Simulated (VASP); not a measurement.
Write the native input for VASP 6.6.1 that does the following.

```yaml
Task: single point
Functional: PBE
Potentials_or_basis: VASP PAW PBE potentials, release 64 (Hf_pv, B)
Cutoff: 520 eV
k_mesh: 13 × 13 × 10
Occupations: methfessel-paxton, width 0.1 eV
Spin: no spin polarisation
Dipole_correction: no
Further_INCAR_settings: ALGO = Normal; EDIFF = 1e-06; NBANDS = 15
```

The structure of HfB2 lies in POSCAR:

```
HfB2
1.0
    3.1400000000     -0.0157000000      0.0000000000
   -1.5835966000      2.7271700000      0.0000000000
    0.0000000000      0.0000000000      3.4800000000
Hf B
1 2
Direct
    0.0000000000      0.0000000000      0.0000000000
    0.3333333333      0.6666666667      0.5000000000
    0.6666666667      0.3333333333      0.5000000000
```

These files were run (other wordings do the same):

INCAR

```
SYSTEM = HfB2
PREC = Accurate
ENCUT = 520
EDIFF = 1E-6
ISMEAR = 1
SIGMA = 0.1
LREAL = .FALSE.
LASPH = .TRUE.
NELM = 60
ALGO = Normal
ISIF = 2
LWAVE = .FALSE.
LCHARG = .FALSE.
GGA = PE
NBANDS = 15
```

KPOINTS

```
Automatic mesh
0
G
  13 13 10
  0 0 0
```

Potentials or basis: VASP PAW PBE potentials, release 64 (Hf_pv, B).

Launch:

```console
$ cat potpaw_PBE.64/Hf_pv/POTCAR potpaw_PBE.64/B/POTCAR > POTCAR
$ mpirun -np 1 vasp_std > vasp.out
```

Results of the run:

```json
{
 "Pressure": "1.0 GPa",
 "Largest force": "0.012 eV/Å",
 "Band gap on the k mesh": "zero (bands 8 and 9 overlap by 1.08 eV)"
}
```

Caveat: spin-orbit coupling is left out, which moves the levels of the heavy elements.

It took 120 s on 1 thread of AMD EPYC 9R45 96-Core Processor (Zen 5), on a shared host, peak memory 0.3 GiB.
